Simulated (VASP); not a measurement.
Runs of VASP 6.6.1 on GaP. The structure is that of space group F-43m (No. 216), or close to it. The cells are those of the table. 

```csv
level,cell,k mesh,cutoff (eV),gap on the mesh (eV),pressure (GPa)
r2SCAN,"a = 3.776 Å, angles 60.0°, 2 atoms",6 × 6 × 6,550,1.77,6.3
PBE,"a = 3.931 Å, angles 60.0°, 2 atoms",6 × 6 × 6,500,1.34,-2.1
r2SCAN,"a = 3.854 Å, angles 60.0°, 2 atoms",8 × 8 × 8,550,(a),0.0
PBE,"a = 3.813 Å, angles 60.0°, 2 atoms",6 × 6 × 6,500,1.58,5.4
r2SCAN,"a = 3.854 Å, angles 60.0°, 2 atoms",6 × 6 × 6,550,1.91,0.0
PBE,"a = 3.969 Å, angles 60.0°, 2 atoms",6 × 6 × 6,500,1.11,-3.9
r2SCAN,"a = 3.815 Å, angles 60.0°, 2 atoms",6 × 6 × 6,550,1.85,2.9
PBE,"a = 3.893 Å, angles 60.0°, 2 atoms",6 × 6 × 6,500,1.58,0.0
PBE,"a = 3.854 Å, angles 60.0°, 2 atoms",8 × 8 × 8,500,1.64,2.4
PBE,"a = 3.853 Å, angles 60.0°, 2 atoms",6 × 6 × 6,500,1.65,(c)
r2SCAN,"a = 3.892 Å, angles 60.0°, 2 atoms",6 × 6 × 6,550,(b),-2.4
r2SCAN,"a = 3.930 Å, angles 60.0°, 2 atoms",6 × 6 × 6,550,1.84,-4.5
```

Alike in all rows: task single point; potentials or basis VASP PAW PBE potentials, release 64 (Ga_d, P); no spin polarisation; smearing gaussian 0.01 eV.

**Question.** Fill in the values left out.

**Answer.** (a) 1.90; (b) 1.94; (c) 2.5.

Caveats: the PAW data sets were made with another functional, which shifts forces and pressure a little (some runs).

A k mesh can miss the band edges, and the runs leave out spin-orbit coupling on Ga.
